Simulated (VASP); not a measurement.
# Si (P-1) in VASP: notebook

Si is run at these levels: PBE-based screened hybrid with 25 % exact exchange, PBEsol-based screened hybrid with 25 % exact exchange; tasks: single point.

Everything below comes from runs of VASP 6.6.1. Logs are shortened: lines on timing, memory, paths and dates and some standing lists are left out, and cuts for length are marked.

### Step 1. The cell of the first run

The typed cell holds 1 atom: a = 2.663 Å, b = 2.615 Å, c = 2.488 Å, α = 88.18°, β = 90.31°, γ = 122.18°.

### Step 2. Single point, PBE-based screened hybrid with 25 % exact exchange

Contents of POSCAR:

```
Si
1.0
    2.6622503000     -0.0362423300     -0.0068309500
   -1.3625119300      2.2317606800      0.0418965100
   -0.0064290300      0.0418196400      2.4877607300
Si
1
Direct
    0.0000000000      0.0000000000      0.0000000000
```

Contents of INCAR.step1:

```
ALGO = Normal
EDIFF = 1E-5
ENCUT = 520
GGA = PE
ISIF = 2
ISMEAR = -1
LASPH = T
LCHARG = F
LREAL = F
LWAVE = T
NBANDS = 8
NELM = 60
PREC = Accurate
SIGMA = 0.05
```

Contents of INCAR.step2:

```
AEXX = 0.25
ALGO = Normal
EDIFF = 1E-6
ENCUT = 520
GGA = PE
HFSCREEN = 0.3
ISIF = 2
ISMEAR = -1
ISTART = 1
LASPH = T
LCHARG = F
LHFCALC = T
LREAL = F
LWAVE = F
NBANDS = 8
NELM = 60
PREC = Accurate
PRECFOCK = Normal
SIGMA = 0.05
```

Contents of KPOINTS:

```
k-points
0
Gamma
  6 6 6
```

Potentials or basis: VASP PAW PBE potentials, release 64 (Si).

Command:

```
cat potpaw_PBE.64/Si/POTCAR > POTCAR
cp INCAR.step1 INCAR
mpirun -np 1 vasp_std > vasp.out
cp INCAR.step2 INCAR
mpirun -np 1 vasp_std > vasp.out
```

OUTCAR:

```text
AEXX = 0.25
   EDIFF = 1E-6
   ENCUT = 520
   GGA = PE
   HFSCREEN = 0.3
   ISIF = 2
   ISMEAR = -1
   ISTART = 1
   LASPH = T
   LHFCALC = T
   LREAL = F
   NELM = 60
   PREC = Accurate
   PRECFOCK = Normal

 ion  position               nearest neighbor table
   1  0.000  0.000  0.000-

  LATTYP: Found a triclinic cell.
 ALAT       =     5.6530171342
 B/A-ratio  =     1.2840584043
 C/A-ratio  =     0.9813645022
 COS(alpha) =     0.0042407244
 COS(beta)  =     0.6875176470
 COS(gamma) =     0.7262179173

  Lattice vectors:

 A1 = (  -1.2868803100,  -2.2791576300,  -5.0105870200)
 A2 = (  -1.2305357800,  -6.6646170200,  -2.5997883600)
 A3 = (  -1.3496538700,   2.1481214000,  -4.9336249500)

Analysis of symmetry for initial positions (statically):
=====================================================================
 Subroutine PRICEL returns:
 Original cell was already a primitive cell.

 Routine SETGRP: Setting up the symmetry group for a
 triclinic supercell.

 Subroutine GETGRP returns: Found  2 space group operations
 (whereof  2 operations were pure point group operations)
 out of a pool of  2 trial point group operations.

The static configuration has the point symmetry S_2 .

Analysis of symmetry for dynamics (positions and initial velocities):
=====================================================================
 Subroutine PRICEL returns:
 Original cell was already a primitive cell.

 Routine SETGRP: Setting up the symmetry group for a
 triclinic supercell.

 Subroutine GETGRP returns: Found  2 space group operations
 (whereof  2 operations were pure point group operations)
 out of a pool of  2 trial point group operations.

The dynamic configuration has the point symmetry S_2 .

 Subroutine INISYM returns: Found  2 space group operations
 (whereof  2 operations are pure point group operations),
 and found     1 'primitive' translations

----------------------------------------------------------------------------------------

                                     Primitive cell

  volume of cell :      14.6538

  direct lattice vectors                    reciprocal lattice vectors
     2.662250300 -0.036242330 -0.006830950     0.378763311  0.231293356 -0.002909253
    -1.362511930  2.231760680  0.041896510     0.006133315  0.451963498 -0.007581726
    -0.006429030  0.041819640  2.487760730     0.000936725 -0.006976451  0.402087614

  length of vectors
     2.662505742  2.615138583  2.488120508     0.443809335  0.452068693  0.402149223

  position of ions in fractional coordinates (direct lattice)
     0.000000000  0.000000000  0.000000000

  ion indices of the primitive-cell ions
   primitive index   ion index
                 1           1

----------------------------------------------------------------------------------------

 KPOINTS: k-points

Automatic generation of k-mesh.
 Grid dimensions read from file:
 generate k-points for:    6    6    6

 Generating k-lattice:

  Cartesian coordinates                     Fractional coordinates (reciprocal lattice)
     0.063127218  0.038548893 -0.000484875     0.166666667  0.000000000 -0.000000000
     0.001022219  0.075327250 -0.001263621     0.000000000  0.166666667  0.000000000
     0.000156121 -0.001162742  0.067014602     0.000000000  0.000000000  0.166666667

  Length of vectors
     0.073968222  0.075344782  0.067024870

  Shift w.r.t. Gamma in fractional coordinates (k-lattice)
     0.000000000  0.000000000  0.000000000

 Subroutine IBZKPT returns following result:
 ===========================================

 Found    112 irreducible k-points:

 Following reciprocal coordinates:
            Coordinates               Weight
  0.000000  0.000000  0.000000      1.000000
  0.166667  0.000000 -0.000000      2.000000
  0.333333  0.000000  0.000000      2.000000
  0.500000  0.000000 -0.000000      1.000000
 -0.000000  0.166667  0.000000      2.000000
  0.166667  0.166667  0.000000      2.000000
[... 16 lines left out ...]
  0.333333  0.000000  0.166667      2.000000
  0.500000  0.000000  0.166667      2.000000
 [... further k-points ...]
   k-points           NKPTS =    112   k-points in BZ     NKDIM =    216   number of bands    NBANDS=      8
   number of dos      NEDOS =    301   number of ions     NIONS =      1
   total plane-waves  NPLWV =   8000
   dimension x,y,z NGX =    20 NGY =   20 NGZ =   20
   dimension x,y,z NGXF=    40 NGYF=   40 NGZF=   40
   ions per type =               1
   NGX,Y,Z   is equivalent  to a cutoff of  12.49, 12.71, 13.36 a.u.
   NGXF,Y,Z  is equivalent  to a cutoff of  24.98, 25.43, 26.73 a.u.
 SYSTEM =  unknown system
   PREC   = accura    normal or accurate (medium, high low for compatibility)
   ISTART =      1    job   : 0-new  1-cont  2-samecut
   ICHARG =      0    charge: 1-file 2-atom 10-const
   ISPIN  =      1    spin polarized calculation?
   LNONCOLLINEAR =      F non collinear calculations
   LSORBIT =      F    spin-orbit coupling
   LASPH  =      T    aspherical Exc in radial PAW
   ENCUT  =  520.0 eV  38.22 Ry    6.18 a.u.   4.95  4.86  4.63*2*pi/ulx,y,z
   NELM   =     60;   NELMIN=  2; NELMDL=  0     # of ELM steps
   EDIFF  = 0.1E-05   stopping-criterion for ELM
   LREAL  =      F    real-space projection
   EDIFFG = 0.1E-04   stopping-criterion for IOM
   NSW    =      0    number of steps for IOM
   IBRION =     -1    ionic relax: 0-MD 1-quasi-New 2-CG
   NFREE  =      0    steps in history (QN), initial steepest desc. (CG)
   ISIF   =      2    stress and relaxation
   ISYM   =      3    0-nonsym 1-usesym 2-fastsym
   POTIM  = 0.5000    time-step for ionic-motion
   TEBEG  =    0.0;   TEEND  =   0.0 temperature during run
   PSTRESS=    0.0 pullay stress
   NELECT =       4.0000    total number of electrons
   NUPDOWN=      -1.0000    fix difference up-down
   EMIN   =  10.00;   EMAX   =-10.00  energy-range for DOS
   EFERMI =   0.00;   METHOD = LEGACY
   ISMEAR =    -1;   SIGMA  =   0.05  broadening in eV -4-tet -1-fermi 0-gaus
   EFERMI_NEDOS =   21; number of points for ismear=-14 and -15
   IALGO  =     38    algorithm
   IMIX   =      1    mixing-type and parameters
     AMIX     =   0.40;   BMIX     =  1.00
     AMIX_MAG =   1.60;   BMIX_MAG =  1.00
  volume/ion in A,a.u.               =      14.65        98.89
  Fermi-wavevector in a.u.,A,eV,Ry     =   1.061967  2.006827 15.344300  1.127774
  Thomas-Fermi vector in A             =   2.197402
   LORBIT       =      0    0 simple, 1 ext, 2 COOP (PROOUT), +10 PAW based schemes
   GGA     = PE    functional components
   LHFCALC =     T    Hartree Fock is set to
   PRECFOCK=normal    Normal, Fast or Accurate (Low or Medium for compatibility)
   ENCUT4O =  -1.0   cutoff for four orbital integrals eV
   NKREDX  =     1    reduce k-point grid by
   NKREDY  =     1    reduce k-point grid by
   NKREDZ  =     1    reduce k-point grid by
   AEXX    =    0.2500 exact exchange contribution
   HFSCREEN=    0.3000 screening length (either q_TF or 0.3 A-1)
   HFSCREENC=   0.3000 screening length for correlation (either q_TF or 0.3 A-1)
   ENCUTFOCK=  -1.0 apply spherical cutoff to Coloumb kernel
   IVDW    =     0    specifies the selected vdW correction
   LEPSILON=     F    determine dielectric tensor
   LRPA    =     F    only Hartree local field effects (RPA)
 non-spin polarized calculation
  energy-cutoff  :      520.00
  volume of cell :       14.65
 maximum number of plane-waves:       406
  NGX = 16; NGY = 16; NGZ = 14

 number of electron       4.0000000 magnetization

 Free energy of the ion-electron system (eV)
  ---------------------------------------------------
  ext. energy  EPLUGINS =         0.00000000
  ---------------------------------------------------
  free energy    TOTEN  =        -5.68220768 eV

  energy without entropy =       -5.67958296  energy(sigma->0) =       -5.68089532

 E-fermi :  10.2558     XC(G=0):  -9.2730

 val. band max:       10.2226486057   @ k =   0.3333  -0.3333   0.3333
 cond. band min:      10.4229902994   @ k =   0.5000   0.1667   0.5000
 fundamental gap:      0.2003416937
 Fermi energy:        10.2557724119

 k-point     1 :       0.0000    0.0000    0.0000
  band No.  band energies     occupation
      1      -6.1049      2.00000
      2      17.6837      0.00000
      3      18.0068      0.00000
      4      20.5940      0.00000
      5      21.8214      0.00000
      6      22.1669      0.00000
      7      23.9706      0.00000
      8      28.5912      0.00000

 k-point     2 :       0.1667    0.0000   -0.0000
  band No.  band energies     occupation
      1      -5.2312      2.00000
      2      14.3876      0.00000
      3      17.9613      0.00000
      4      18.7238      0.00000
      5      19.0310      0.00000
      6      23.1496      0.00000
      7      26.9347      0.00000
      8      32.3480      0.00000

 k-point     3 :       0.3333    0.0000    0.0000
  band No.  band energies     occupation
      1      -2.6237      2.00000
      2       7.5900      2.00000
      3      16.1477      0.00000
      4      17.5113      0.00000
      5      20.7838      0.00000
      6      24.7053      0.00000
      7      29.2178      0.00000
      8      32.2274      0.00000

 k-point     4 :       0.5000    0.0000   -0.0000
  band No.  band energies     occupation
      1       1.3063      2.00000
      2       2.1097      2.00000
      3      15.5236      0.00000
      4      16.8475      0.00000
      5      23.3217      0.00000
      6      25.5018      0.00000
      7      27.7494      0.00000
      8      29.2115      0.00000

 k-point     5 :      -0.0000    0.1667    0.0000
  band No.  band energies     occupation
      1      -5.1954      2.00000
      2      14.8956      0.00000
      3      17.5861      0.00000
      4      18.6064      0.00000
      5      18.9403      0.00000
      6      22.8115      0.00000
      7      26.7837      0.00000
      8      32.0108      0.00000
[... 177 lines left out ...]
 k-point    22 :       0.1667    0.0000    0.1667
  band No.  band energies     occupation
      1      -4.5476      2.00000
      2      11.8721      0.00000
      3      16.0345      0.00000
      4      18.6543      0.00000
      5      21.8253      0.00000
      6      26.6884      0.00000
      7      27.6174      0.00000
      8      29.7517      0.00000

 k-point    23 :       0.3333    0.0000    0.1667
  band No.  band energies     occupation
      1      -1.9634      2.00000
      2       8.2273      2.00000
      3      14.6468      0.00000
      4      16.7312      0.00000
      5      19.6710      0.00000
      6      24.3642      0.00000
      7      29.7295      0.00000
      8      31.1946      0.00000

 k-point    24 :       0.5000    0.0000    0.1667
  band No.  band energies     occupation
      1       2.0107      2.00000
      2       2.7586      2.00000
      3      15.8828      0.00000
      4      16.1654      0.00000
      5      19.9475      0.00000
      6      20.7114      0.00000
      7      30.5235      0.00000
      8      32.3100      0.00000

 [... further k-points ...]

------------------------ aborting loop because EDIFF is reached ----------------------------------------

  FORCE on cell =-STRESS in cart. coord.  units (eV):
  Direction    XX          YY          ZZ          XY          YZ          ZX
  --------------------------------------------------------------------------------------
  -------------------------------------------------------------------------------------
  Total        1.0787845     -0.3740788     -0.3457598     -0.2318409     -0.4176150     -0.1271316
  in kB      117.9489398    -40.8999183    -37.8036535    -25.3483341    -45.6599500    -13.8999330
  external PRESSURE =      13.0817893 kB  Pullay stress =       0.0000000 kB

 VOLUME and BASIS-vectors are now :
 -----------------------------------------------------------------------------
  energy-cutoff  :      520.00
  volume of cell :       14.65
      direct lattice vectors                 reciprocal lattice vectors
     2.662250300 -0.036242330 -0.006830950     0.378763311  0.231293356 -0.002909253
    -1.362511930  2.231760680  0.041896510     0.006133315  0.451963498 -0.007581726
    -0.006429030  0.041819640  2.487760730     0.000936725 -0.006976451  0.402087614

 POSITION                                       TOTAL-FORCE (eV/Angst)
 -----------------------------------------------------------------------------------
      0.00000      0.00000      0.00000        -0.000000     -0.000000      0.000000
 -----------------------------------------------------------------------------------
    total drift:                               -0.000000     -0.000000     -0.000000

  FREE ENERGIE OF THE ION-ELECTRON SYSTEM (eV)
  ---------------------------------------------------
  free  energy   TOTEN  =        -5.6822076845 eV

  energy  without entropy=       -5.6795829620  energy(sigma->0) =       -5.68089532
```

It took 9.5 min on 1 thread of Intel Xeon Platinum 8259CL at 2.50GHz (Skylake/Cascade Lake), shared host; peak memory 0.23 GiB.

Results:

```
Free energy            : -5.6822 eV
Pressure               : 1.3 GPa
Band gap on the k mesh : zero (bands 2 and 3 overlap by 12.82 eV)
```

Caveat: the k points lie up to 0.46 Å⁻¹ apart, too coarse for converged energies and pressures of a metal; the PAW data sets were made with another functional, which shifts forces and pressure a little.

### Step 3. Single point, PBEsol-based screened hybrid with 25 % exact exchange

POSCAR is that of step 2.

Contents of INCAR.step1:

```
SYSTEM = Si
PREC = Accurate ; ENCUT = 520
EDIFF = 1E-5 ; ISMEAR = -1
SIGMA = 0.05 ; LREAL = .False.
LASPH = .True. ; NELM = 100
ALGO = Normal ; ISIF = 2
LWAVE = .True. ; LCHARG = .False.
NBANDS = 8 ; GGA = PE
```

Contents of INCAR.step2:

```
SYSTEM = Si
PREC = Accurate ; ENCUT = 520
EDIFF = 1E-6 ; ISMEAR = -1
SIGMA = 0.05 ; LREAL = .False.
LASPH = .True. ; NELM = 100
ALGO = Normal ; ISIF = 2
LWAVE = .False. ; LCHARG = .False.
GGA = PS ; LHFCALC = .True.
AEXX = 0.25 ; HFSCREEN = 0.207
PRECFOCK = Normal ; NBANDS = 8
ISTART = 1
```

Contents of KPOINTS:

```
Automatic mesh
0
Gamma
  6 6 6
  0 0 0
```

Potentials or basis: VASP PAW PBE potentials, release 64 (Si).

Command:

```
cat potpaw_PBE.64/Si/POTCAR > POTCAR
cp INCAR.step1 INCAR
mpirun -np 1 vasp_std > vasp.out
cp INCAR.step2 INCAR
mpirun -np 1 vasp_std > vasp.out
```

Wall time 9.5 min (1 thread of Intel Xeon Platinum 8259CL at 2.50GHz (Skylake/Cascade Lake), shared host); peak memory 0.23 GiB.

Results (log left out):

* Free energy: -6.1198 eV
* Pressure: -0.5 GPa
* Band gap on the k mesh: zero (bands 2 and 3 overlap by 13.12 eV)

Stress tensor (GPa, compression positive):
```
10.32 -2.45 -1.35
-2.45 -5.98 -4.64
-1.35 -4.64 -5.76
```

Levels at points of the mesh, in eV from the Fermi level:
```
           k point  band 1  band 2  band 3  band 4  band 5
(0.00, 0.00, 0.00)  -16.58    7.61    7.89   10.48   11.71
(0.50, 0.00, 0.00)   -9.14   -8.35    5.36    6.72   13.21
(0.00, 0.50, 0.00)   -8.71   -8.18    4.41    6.08   13.38
(0.50, 0.50, 0.00)   -9.69   -8.51    6.52    7.42   12.77
(0.00, 0.00, 0.50)  -11.25   -8.90   14.16   14.85   15.34
(0.50, 0.00, 0.50)   -4.17   -3.00   -2.63    1.19    9.17
(0.00, 0.50, 0.50)   -4.12   -2.59   -2.15    1.40    8.36
(0.50, 0.50, 0.50)   -4.36   -3.35   -3.35    1.02   10.27
```

Caveat: the k points lie up to 0.46 Å⁻¹ apart, too coarse for converged energies and pressures of a metal; the PAW data sets were made with another functional, which shifts forces and pressure a little.
